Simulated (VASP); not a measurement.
A run of VASP 6.6.1:

INCAR

```
SYSTEM = W8C8NO
PREC = Accurate
ENCUT = 520
EDIFF = 1E-7
ISMEAR = 0
SIGMA = 0.05
LREAL = Auto
LASPH = .TRUE.
NELM = 80
ALGO = Normal
ISIF = 2
LWAVE = .FALSE.
LCHARG = .TRUE.
GGA = PE
IVDW = 12
LELF = .TRUE.
LVHAR = .TRUE.
NBANDS = 92
```

KPOINTS

```
regular mesh
0
G
  4 5 1
  0 0 0
```

The input POSCAR:

```
W8C8NO
1.0
    5.7136600000      0.0000000000      0.0000000000
    0.0000000000      5.6044600000      0.0000000000
    0.0000000000      0.0000000000     16.1234790000
W C N O
8 8 1 1
Direct
    0.0000000000      0.0000000000      0.0620213541
    0.2534844565      0.0043749086      0.2162916577
    0.0000000000      0.5000000000      0.0620213541
    0.2544176587      0.4992950257      0.2165320524
    0.5000000000      0.0000000000      0.0620213541
    0.7441123553      0.0082018607      0.2163111944
    0.5000000000      0.5000000000      0.0620213541
    0.7453574416      0.5004335833      0.2161168195
    0.4999193162      0.2525672411      0.1543688555
    0.4839491674      0.2422429636      0.2918458231
    0.4991887862      0.7513653412      0.1592880792
    0.3047433694      0.7510000964      0.3129355643
    1.0002936822      0.2505868540      0.1637630439
    0.5242608066      0.3069799767      0.3698781138
    0.9977426028      0.7507015841      0.1636296360
    0.7011449754      0.7622832530      0.3118690451
    0.5003099589      0.7793641136      0.3549940432
    0.5590756188      0.4044839289      0.4319715987
```

Potentials or basis: VASP PAW PBE potentials, release 64 (W_sv, C, N, O).

Run with:

```bash
$ cat potpaw_PBE.64/W_sv/POTCAR potpaw_PBE.64/C/POTCAR potpaw_PBE.64/N/POTCAR potpaw_PBE.64/O/POTCAR > POTCAR
$ mpirun -np 1 vasp_std > vasp.out
```

Hardware: 1 thread of Intel Xeon 8259CL, on a shared host.

Task: How long does it take, and how much memory?

Result: Wall time 45 min on 1 thread of Intel Xeon 8259CL, on a shared host, peak memory 0.69 GiB. Counts: scf iterations 33, k points 11.
